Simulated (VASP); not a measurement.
Input of a VASP 6.6.1 run:

Contents of INCAR:

```
SYSTEM = Se
PREC = Accurate ; ENCUT = 500
EDIFF = 1E-8 ; ISMEAR = 0
SIGMA = 0.01 ; LREAL = .False.
LASPH = .True. ; NELM = 120
ALGO = Normal ; ISIF = 3
LWAVE = .False. ; LCHARG = .False.
GGA = PE ; NBANDS = 16
IBRION = 6 ; NFREE = 2
POTIM = 0.015 ; NSW = 1
GGA_COMPAT = .False.
```

The input KPOINTS:

```
Automatic mesh
0
Gamma
  5 5 4
  0 0 0
```

Contents of POSCAR:

```
Se
1.0
    4.3662000000      0.0000000000      0.0000000000
   -2.1831000000      3.7812401180      0.0000000000
    0.0000000000      0.0000000000      4.9536000000
Se
3
Direct
    0.7746000000      0.7746000000      0.0000000000
    0.0000000000      0.2254000000      0.6666666667
    0.2254000000      0.0000000000      0.3333333333
```

Potentials or basis: VASP PAW PBE potentials, release 64 (Se).

Launch:

```console
$ cat potpaw_PBE.64/Se/POTCAR > POTCAR
$ mpirun -np 1 vasp_std > vasp.out
```

(1) Estimate the Voigt bulk modulus.

(2) Predict the highest phonon frequency at Γ.

## Answers

(1) 21 GPa.

(2) 240 cm⁻¹.

Caveat: the cell is under stress, which shifts elastic constants.
